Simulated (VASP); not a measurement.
Input of a VASP 6.6.1 run:

Contents of POSCAR:

```
MgB2
1.0
    3.0383933168      0.0000000000      0.0000000000
   -1.5191966584      2.6313257990      0.0000000000
    0.0000000000      0.0000000000      3.4728569969
Mg B
1 2
Direct
    0.0000000000      0.0000000000      0.0000000000
    0.3333333333      0.6666666667      0.5000000000
    0.6666666667      0.3333333333      0.5000000000
```

The input INCAR.step1:

```
SYSTEM = MgB2
PREC = Accurate
ENCUT = 600
ISMEAR = 0
SIGMA = 0.1
LREAL = .False.
LASPH = .True.
NELM = 100
GGA = PE
ALGO = Normal
EDIFF = 1E-4
LWAVE = .True.
LCHARG = .False.
```

INCAR.step2

```
SYSTEM = MgB2
PREC = Accurate
ENCUT = 600
EDIFF = 1E-6
ISMEAR = 0
SIGMA = 0.1
LREAL = .False.
LASPH = .True.
NELM = 100
ALGO = Normal
ISIF = 4
LWAVE = .False.
LCHARG = .False.
METAGGA = R2SCAN
LMIXTAU = .True.
IBRION = 2
NSW = 50
EDIFFG = -0.01
ISTART = 1
```

KPOINTS

```
Automatic mesh
0
Gamma
  18 18 12
  0 0 0
```

Potentials or basis: VASP PAW PBE potentials, release 64 (Mg, B).

The run is started by

```bash
$ cat potpaw_PBE.64/Mg/POTCAR potpaw_PBE.64/B/POTCAR > POTCAR
$ cp INCAR.step1 INCAR
$ mpirun -np 1 vasp_std > vasp.out
$ cp INCAR.step2 INCAR
$ mpirun -np 1 vasp_std > vasp.out
```

Q: Estimate the band gap on the k mesh.

A: Zero (band 4 reaches 7.56 eV, above the bottom of band 5 at 3.41 eV).

Final structure:
```cif
data_structure
_symmetry_space_group_name_H-M 'P 1'
_symmetry_Int_Tables_number 1
_cell_length_a 3.0450
_cell_length_b 3.0450
_cell_length_c 3.4577
_cell_angle_alpha 90.000
_cell_angle_beta 90.000
_cell_angle_gamma 120.000
_cell_volume 27.77
loop_
_atom_site_label
_atom_site_type_symbol
_atom_site_fract_x
_atom_site_fract_y
_atom_site_fract_z
_atom_site_occupancy
Mg1 Mg 0.00000 0.00000 0.00000 1
B1 B 0.33333 0.66667 0.50000 1
B2 B 0.66667 0.33333 0.50000 1
```
